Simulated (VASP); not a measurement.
# YbCu4Bi (P1) in VASP: single point with PBE

Aim: the single point of YbCu4Bi with PBE.

Program: VASP 6.6.1. These are calculated values, not measurements. Logs are shortened: lines on timing, memory, paths and dates and some standing lists are left out, and cuts for length are marked.

### Step 1. The cell of the first run

The typed cell holds 6 atoms: a = 5.053 Å, b = 5.050 Å, c = 5.059 Å, α = 60.05°, β = 60.05°, γ = 60.06°.

### Step 2. Single point, PBE

Contents of POSCAR:

```
YbCu4Bi
1.0
   -0.0024760000      3.5747120000      3.5708440000
    3.5723930000     -0.0010090000      3.5693780000
    3.5770830000      3.5779360000     -0.0057000000
Cu Bi Yb
4 1 1
Direct
    0.6165390000      0.6207830000      0.6198620000
    0.1498260000      0.5868050000      0.6292070000
    0.6609820000      0.6480820000      0.1290920000
    0.6460930000      0.0784430000      0.6132540000
    0.0217250000      0.0013490000      0.9764850000
    0.2294580000      0.3070450000      0.2461410000
```

Contents of INCAR.step1:

```
PREC     = Accurate       # precision mode
ENCUT    = 520            # plane-wave cutoff, eV
EDIFF    = 1E-6           # SCF threshold, eV
ISMEAR   = -1             # smearing method
SIGMA    = 0.1            # smearing width, eV
LREAL    = F              # projectors in reciprocal space
LASPH    = T              # aspherical terms in the spheres
NELM     = 100            # most SCF steps
ALGO     = Normal         # electronic algorithm
ISIF     = 2              # what is computed and relaxed
LWAVE    = F              # write WAVECAR
LCHARG   = T              # write CHGCAR
LMAXMIX  = 6              # l up to which the mixer works
GGA      = PE             # functional
NBANDS   = 50             # bands
```

Contents of KPOINTS.step1:

```
Automatic mesh
0
Gamma
  4 4 4
  0.5 0 0.5
```

Contents of INCAR.step2:

```
PREC     = Accurate       # precision mode
ENCUT    = 520            # plane-wave cutoff, eV
EDIFF    = 1E-6           # SCF threshold, eV
ISMEAR   = -5             # smearing method
SIGMA    = 0.1            # smearing width, eV
LREAL    = F              # projectors in reciprocal space
LASPH    = T              # aspherical terms in the spheres
NELM     = 100            # most SCF steps
ALGO     = Normal         # electronic algorithm
ISIF     = 2              # what is computed and relaxed
LWAVE    = F              # write WAVECAR
LCHARG   = F              # write CHGCAR
LMAXMIX  = 6              # l up to which the mixer works
GGA      = PE             # functional
LORBIT   = 10             # projections on sites
NBANDS   = 50             # bands
NEDOS    = 2001           # points of the DOS
ICHARG   = 11             # starting density
```

Contents of KPOINTS.step2:

```
Automatic mesh
0
Gamma
  6 6 6
```

Potentials or basis: VASP PAW PBE potentials, release 64 (Cu, Bi_d, Yb).

Started as:

```
$ cat potpaw_PBE.64/Cu/POTCAR potpaw_PBE.64/Bi_d/POTCAR potpaw_PBE.64/Yb/POTCAR > POTCAR
$ cp INCAR.step1 INCAR
$ cp KPOINTS.step1 KPOINTS
$ mpirun -np 1 vasp_std > vasp.out
$ cp INCAR.step2 INCAR
$ cp KPOINTS.step2 KPOINTS
$ mpirun -np 1 vasp_std > vasp.out
```

OUTCAR:

```text
PREC = Accurate
   ENCUT = 520
   EDIFF = 1E-6
   ISMEAR = -5
   LREAL = F
   LASPH = T
   NELM = 100
   ISIF = 2
   GGA = PE
   LORBIT = 10
   ICHARG = 11

 ion  position               nearest neighbor table
   1  0.617  0.621  0.620-   3 2.32   4 2.37   2 2.42   2 2.64   4 2.68   3 2.77   6 2.81   5 2.87
                             6 2.88   5 2.98   5 3.08   6 3.13
   2  0.150  0.587  0.629-   1 2.42   4 2.52   3 2.52   4 2.54   3 2.58   1 2.64   6 2.70   5 2.80
                             6 2.86   5 3.01   5 3.10   6 3.29
   3  0.661  0.648  0.129-   1 2.32   4 2.43   2 2.52   2 2.58   4 2.70   6 2.70   5 2.75   1 2.77
                             6 3.08   5 3.09   6 3.10   5 3.12
   4  0.646  0.078  0.613-   1 2.37   3 2.43   2 2.52   2 2.54   1 2.68   3 2.70   5 2.86   5 2.92
                             6 2.92   5 3.03   6 3.04   6 3.25
   5  0.022  0.001  0.976-   3 2.75   2 2.80   4 2.86   6 2.87   1 2.87   4 2.92   1 2.98   2 3.01
                             4 3.03   6 3.03   1 3.08   3 3.09   2 3.10   3 3.12   6 3.24   6 3.28
   6  0.229  0.307  0.246-   2 2.70   3 2.70   1 2.81   2 2.86   5 2.87   1 2.88   4 2.92   5 3.03
                             4 3.04   3 3.08   3 3.10   1 3.13   5 3.24   4 3.25   5 3.28   2 3.29

  LATTYP: Found a triclinic cell.
 ALAT       =     5.0526724499
 B/A-ratio  =     1.0007042762
 C/A-ratio  =     1.0013246953
 COS(alpha) =     0.0002380412
 COS(beta)  =     0.4991871650
 COS(gamma) =     0.5008814822

  Lattice vectors:

 A1 = (   0.0024760000,  -3.5747120000,  -3.5708440000)
 A2 = (   3.5748690000,  -3.5757210000,  -0.0014660000)
 A3 = (  -3.5770830000,  -3.5779360000,   0.0057000000)

Analysis of symmetry for initial positions (statically):
=====================================================================
 Subroutine PRICEL returns:
 Original cell was already a primitive cell.

 Routine SETGRP: Setting up the symmetry group for a
 triclinic supercell.

 Subroutine GETGRP returns: Found  1 space group operations
 (whereof  1 operations were pure point group operations)
 out of a pool of  2 trial point group operations.

The static configuration has the point symmetry C_1 .

Analysis of symmetry for dynamics (positions and initial velocities):
=====================================================================
 Subroutine PRICEL returns:
 Original cell was already a primitive cell.

 Routine SETGRP: Setting up the symmetry group for a
 triclinic supercell.

 Subroutine GETGRP returns: Found  1 space group operations
 (whereof  1 operations were pure point group operations)
 out of a pool of  2 trial point group operations.

The dynamic configuration has the point symmetry C_1 .

 Subroutine INISYM returns: Found  1 space group operations
 (whereof  1 operations are pure point group operations),
 and found     1 'primitive' translations

----------------------------------------------------------------------------------------

                                     Primitive cell

  volume of cell :      91.4009

  direct lattice vectors                    reciprocal lattice vectors
    -0.002476000  3.574712000  3.570844000    -0.139725142  0.139914678  0.139882718
     3.572393000 -0.001009000  3.569378000     0.140005521 -0.139749113  0.139997571
     3.577083000  3.577936000 -0.005700000     0.139638722  0.139662732 -0.139717192

  length of vectors
     5.052672450  5.049995255  5.059365701     0.242211493  0.242344136  0.241920534

  position of ions in fractional coordinates (direct lattice)
     0.616539000  0.620783000  0.619862000
     0.149826000  0.586805000  0.629207000
     0.660982000  0.648082000  0.129092000
     0.646093000  0.078443000  0.613254000
     0.021725000  0.001349000  0.976485000
     0.229458000  0.307045000  0.246141000

  ion indices of the primitive-cell ions
   primitive index   ion index
                 1           1
                 2           2
                 3           3
                 4           4
                 5           5
                 6           6

----------------------------------------------------------------------------------------

 KPOINTS: Automatic mesh

Automatic generation of k-mesh.
 Grid dimensions read from file:
 generate k-points for:    6    6    6

 Generating k-lattice:

  Cartesian coordinates                     Fractional coordinates (reciprocal lattice)
    -0.023287524  0.023319113  0.023313786     0.166666667  0.000000000  0.000000000
     0.023334254 -0.023291519  0.023332928     0.000000000  0.166666667  0.000000000
     0.023273120  0.023277122 -0.023286199     0.000000000 -0.000000000  0.166666667

  Length of vectors
     0.040368582  0.040390689  0.040320089

  Shift w.r.t. Gamma in fractional coordinates (k-lattice)
     0.000000000  0.000000000  0.000000000

 TETIRR: Found    648 inequivalent tetrahedra from     1296

 Subroutine IBZKPT returns following result:
 ===========================================

 Found    112 irreducible k-points:

 Following reciprocal coordinates:
            Coordinates               Weight
  0.000000  0.000000  0.000000      1.000000
  0.166667 -0.000000 -0.000000      2.000000
  0.333333  0.000000  0.000000      2.000000
  0.500000  0.000000 -0.000000      1.000000
 -0.000000  0.166667  0.000000      2.000000
  0.166667  0.166667  0.000000      2.000000
[... 16 lines left out ...]
  0.333333  0.000000  0.166667      2.000000
  0.500000  0.000000  0.166667      2.000000
 [... further k-points ...]
   k-points           NKPTS =    112   k-points in BZ     NKDIM =    112   number of bands    NBANDS=     50
   number of dos      NEDOS =   2001   number of ions     NIONS =      6
   total plane-waves  NPLWV =  64000
   dimension x,y,z NGX =    40 NGY =   40 NGZ =   40
   dimension x,y,z NGXF=    80 NGYF=   80 NGZF=   80
   ions per type =               4   1   1
   NGX,Y,Z   is equivalent  to a cutoff of  13.16, 13.17, 13.14 a.u.
   NGXF,Y,Z  is equivalent  to a cutoff of  26.32, 26.34, 26.29 a.u.
 SYSTEM =  unknown system
   PREC   = accura    normal or accurate (medium, high low for compatibility)
   ISTART =      0    job   : 0-new  1-cont  2-samecut
   ICHARG =     11    charge: 1-file 2-atom 10-const
   ISPIN  =      1    spin polarized calculation?
   LNONCOLLINEAR =      F non collinear calculations
   LSORBIT =      F    spin-orbit coupling
   LASPH  =      T    aspherical Exc in radial PAW
   ENCUT  =  520.0 eV  38.22 Ry    6.18 a.u.   9.39  9.39  9.41*2*pi/ulx,y,z
   NELM   =    100;   NELMIN=  2; NELMDL=  0     # of ELM steps
   EDIFF  = 0.1E-05   stopping-criterion for ELM
   LREAL  =      F    real-space projection
   EDIFFG = 0.1E-04   stopping-criterion for IOM
   NSW    =      0    number of steps for IOM
   IBRION =     -1    ionic relax: 0-MD 1-quasi-New 2-CG
   NFREE  =      0    steps in history (QN), initial steepest desc. (CG)
   ISIF   =      2    stress and relaxation
   ISYM   =      2    0-nonsym 1-usesym 2-fastsym
   POTIM  = 0.5000    time-step for ionic-motion
   TEBEG  =    0.0;   TEEND  =   0.0 temperature during run
   PSTRESS=    0.0 pullay stress
   NELECT =      83.0000    total number of electrons
   NUPDOWN=      -1.0000    fix difference up-down
   EMIN   =  10.00;   EMAX   =-10.00  energy-range for DOS
   EFERMI =   0.00;   METHOD = LEGACY
   ISMEAR =    -5;   SIGMA  =   0.10  broadening in eV -4-tet -1-fermi 0-gaus
   EFERMI_NEDOS =   21; number of points for ismear=-14 and -15
   IALGO  =     38    algorithm
   IMIX   =      4    mixing-type and parameters
     AMIX     =   0.40;   BMIX     =  1.00
     AMIX_MAG =   1.60;   BMIX_MAG =  1.00
  volume/ion in A,a.u.               =      15.23       102.80
  Fermi-wavevector in a.u.,A,eV,Ry     =   1.585322  2.995824 34.194774  2.513245
  Thomas-Fermi vector in A             =   2.684804
   LORBIT       =     10    0 simple, 1 ext, 2 COOP (PROOUT), +10 PAW based schemes
   GGA     = PE    functional components
   LHFCALC =     F    Hartree Fock is set to
   AEXX    =    0.0000 exact exchange contribution
   IVDW    =     0    specifies the selected vdW correction
   LEPSILON=     F    determine dielectric tensor
   LRPA    =     F    only Hartree local field effects (RPA)
 non-spin polarized calculation
 Fermi weights with tetrahedron method with Bloechl corrections
  energy-cutoff  :      520.00
  volume of cell :       91.40
 maximum number of plane-waves:      2483
 NGX is ok and might be reduce to    40

 number of electron      83.0000011 magnetization

 Free energy of the ion-electron system (eV)
  ---------------------------------------------------
  ext. energy  EPLUGINS =         0.00000000
  ---------------------------------------------------
  free energy    TOTEN  =       -22.10325060 eV

  energy without entropy =      -22.10325060  energy(sigma->0) =      -22.10325060

 E-fermi :   8.2233     XC(G=0): -12.3329

 val. band max:        8.2373693781   @ k =  -0.0000   0.1667   0.3333
 cond. band min:       8.1648613611   @ k =   0.3333  -0.1667   0.3333
 fundamental gap:     -0.0725080170
 Fermi energy:         8.2232762485

 k-point     1 :       0.0000    0.0000    0.0000
  band No.  band energies     occupation
      1     -43.3669      2.00000
      2     -15.9920      2.00000
      3     -15.8665      2.00000
      4     -15.7864      2.00000
      5     -14.9121      2.00000
      6     -14.8870      2.00000
[... 42 lines left out ...]
     49      12.5638      0.00000
     50      12.6778      0.00000
[... 1217 lines left out ...]
     49      14.0564      0.00000
     50      14.5599      0.00000

 [... further k-points ...]

------------------------ aborting loop because EDIFF is reached ----------------------------------------

  FORCE on cell =-STRESS in cart. coord.  units (eV):
  Direction    XX          YY          ZZ          XY          YZ          ZX
  --------------------------------------------------------------------------------------
  -------------------------------------------------------------------------------------
  Total      -16.1794503    -15.3427965    -16.2786477      0.4482764     -1.0779670      0.5775581
  in kB     -283.6115998   -268.9457921   -285.3504436      7.8578931    -18.8958174     10.1240871
  external PRESSURE =    -279.3026118 kB  Pullay stress =       0.0000000 kB

 VOLUME and BASIS-vectors are now :
 -----------------------------------------------------------------------------
  energy-cutoff  :      520.00
  volume of cell :       91.40
      direct lattice vectors                 reciprocal lattice vectors
    -0.002476000  3.574712000  3.570844000    -0.139725142  0.139914678  0.139882718
     3.572393000 -0.001009000  3.569378000     0.140005521 -0.139749113  0.139997571
     3.577083000  3.577936000 -0.005700000     0.139638722  0.139662732 -0.139717192

 POSITION                                       TOTAL-FORCE (eV/Angst)
 -----------------------------------------------------------------------------------
      4.43345      4.42115      4.41384         0.203737      0.732561     -0.157426
      4.34665      2.78626      2.62595         0.344362     -0.312409      0.431971
      2.77534      2.82405      4.67278        -0.521731     -0.979013     -1.063245
      2.47229      4.50370      2.58359         0.718287     -0.182206      1.051028
      3.49773      3.57146      0.07683         1.023738     -0.219953      0.282096
      1.97678      1.70061      1.91392        -1.768394      0.961020     -0.544423
 -----------------------------------------------------------------------------------
    total drift:                               -0.042955      0.013136     -0.011723

  FREE ENERGIE OF THE ION-ELECTRON SYSTEM (eV)
  ---------------------------------------------------
  free  energy   TOTEN  =       -22.1032505996 eV

  energy  without entropy=      -22.1032505996  energy(sigma->0) =      -22.10325060

 total charge

# of ion       s       p       d       f       tot
--------------------------------------------------
    1        0.491   0.395   9.173   0.000  10.058
    2        0.482   0.386   9.171   0.000  10.039
    3        0.488   0.381   9.176   0.000  10.046
    4        0.468   0.374   9.174   0.000  10.016
    5        1.498   1.537   9.958   0.000  12.993
    6        2.185   6.095   0.524  13.651  22.456
--------------------------------------------------
tot          5.612   9.168  47.176  13.651  75.607
```

It took 19 min on 1 thread of Intel Xeon Platinum 8559C (Emerald Rapids), shared host; peak memory 0.61 GiB.

What came out:

| Item | Value |
| --- | --- |
| Valence electrons inside the program's atomic spheres | Cu 10.06, 10.04, 10.05, 10.02; Bi 12.99; Yb 22.46 |

Caveat: the k points lie up to 0.38 Å⁻¹ apart; spin-orbit coupling is left out, which moves the levels of the heavy elements; tetrahedron occupations give inexact forces and stress in metals. Spin polarisation is off, so any magnetic state and its effect on volume and gap are missing.
